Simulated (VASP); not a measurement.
Set up this calculation in VASP 6.6.1, as the native input.

* Task: single point
* Functional: PBEsol
* Potentials or basis: VASP PAW PBE potentials, release 64 (Mg)
* Cutoff: 520 eV
* k mesh: 13 × 13 × 13
* Occupations: fermi-dirac, width 0.1 eV
* Spin: no spin polarisation
* Dipole correction: no
* Further INCAR settings: ALGO = Normal; EDIFF = 1e-06; NBANDS = 7

The structure of Mg lies in POSCAR:

```
Mg
1.0
    3.0867136987      0.0106300740     -0.0000000953
   -1.2561348917      2.8195814565     -0.0000000953
   -0.9152893241     -1.4151056425      2.5860463898
Mg
1
Direct
    0.0000000000      0.0000000000      0.0000000000
```

The input as run:

INCAR

```
SYSTEM = Mg
PREC = Accurate
ENCUT = 520
EDIFF = 1E-6
ISMEAR = -1
SIGMA = 0.1
LREAL = .FALSE.
LASPH = .TRUE.
NELM = 60
ALGO = Normal
ISIF = 2
LWAVE = .FALSE.
LCHARG = .FALSE.
GGA = PS
NBANDS = 7
```

KPOINTS

```
regular mesh
0
G
  13 13 13
  0 0 0
```

Potentials or basis: VASP PAW PBE potentials, release 64 (Mg).

Command:

```console
$ cat potpaw_PBE.64/Mg/POTCAR > POTCAR
$ mpirun -np 1 vasp_std > vasp.out
```

Results of the run:

The pressure is 0.0 GPa and the band gap on the k mesh is zero (bands 1 and 2 overlap by 4.51 eV).

Caveat: the PAW data sets were made with another functional, which shifts forces and pressure a little.

Wall time 11 s on 1 thread of AMD EPYC 9R45 96-Core Processor (Zen 5) (shared host), peak memory 0.13 GiB.
